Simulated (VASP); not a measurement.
Input of a VASP 6.6.1 run:

File INCAR:

```
SYSTEM = Au
PREC = Accurate
ENCUT = 520
EDIFF = 1E-6
ISMEAR = -1
SIGMA = 0.1
LREAL = .False.
LASPH = .True.
NELM = 60
ALGO = Normal
ISIF = 2
LWAVE = .False.
LCHARG = .False.
GGA = PS
NBANDS = 18
```

File KPOINTS:

```
regular mesh
0
Gamma
  14 14 8
  0 0 0
```

The input POSCAR:

```
Au
1.0
    2.7859739949      0.0000000000      0.0000000000
   -1.3929869974      2.4127242539      0.0000000000
    0.0000000000      0.0000000000      4.6586189830
Au
2
Direct
    0.3333333333      0.6666666667      0.2500000000
    0.6666666667      0.3333333333      0.7500000000
```

Potentials or basis: VASP PAW PBE potentials, release 64 (Au).

Run with:

```console
$ cat potpaw_PBE.64/Au/POTCAR > POTCAR
$ mpirun -np 1 vasp_std > vasp.out
```

(1) What does it give for the pressure?

(2) Estimate the band gap on the k mesh.

Results:

(1) 18.1 GPa.

(2) zero (band 11 reaches 14.93 eV, above the bottom of band 12 at 7.95 eV).

Caveat: the PAW data sets were made with another functional, which shifts forces and pressure a little; spin-orbit coupling is left out, which moves the levels of the heavy elements.
